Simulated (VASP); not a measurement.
Wanted: the native input for a VASP 6.6.1 run.

| Quantity | Value |
| --- | --- |
| Task | single point |
| Functional | PBEsol |
| Potentials or basis | VASP PAW PBE potentials, release 64 (Ti_sv, Au) |
| Cutoff | 520 eV |
| k mesh | 10 × 10 × 10 |
| Occupations | fermi-dirac, width 0.08 eV |
| Spin | no spin polarisation |
| Dipole correction | no |
| Further INCAR settings | ALGO = Normal; EDIFF = 1e-06; NBANDS = 18 |

The structure of TiAu lies in POSCAR:

```
TiAu
1.0
    3.2540000000      0.0000000000      0.0000000000
    0.0000000000      3.2540000000      0.0000000000
    0.0000000000      0.0000000000      3.3190800000
Ti Au
1 1
Direct
    0.5000000000      0.5000000000      0.5000000000
    0.0000000000      0.0000000000      0.0000000000
```

This cell differs from its parent crystal: zz strain of +2 %.

One way to write it, as run:

INCAR

```
SYSTEM = TiAu
PREC = Accurate
ENCUT = 520
EDIFF = 1E-6
ISMEAR = -1
SIGMA = 0.08
LREAL = .False.
LASPH = .True.
NELM = 60
ALGO = Normal
ISIF = 2
LWAVE = .False.
LCHARG = .False.
GGA = PS
NBANDS = 18
```

KPOINTS

```
regular mesh
0
Gamma
  10 10 10
  0 0 0
```

Potentials or basis: VASP PAW PBE potentials, release 64 (Ti_sv, Au).

Command:

```bash
$ cat potpaw_PBE.64/Ti_sv/POTCAR potpaw_PBE.64/Au/POTCAR > POTCAR
$ mpirun -np 1 vasp_std > vasp.out
```

It gave:

```json
{
 "Pressure": "-7.6 GPa"
}
```

Caveat: the cell differs from its parent crystal (zz strain of +2 %); the PAW data sets were made with another functional, which shifts forces and pressure a little.

It took 93 s on 1 thread of Intel Xeon 6975P-C, on a shared host, peak memory 0.21 GiB.
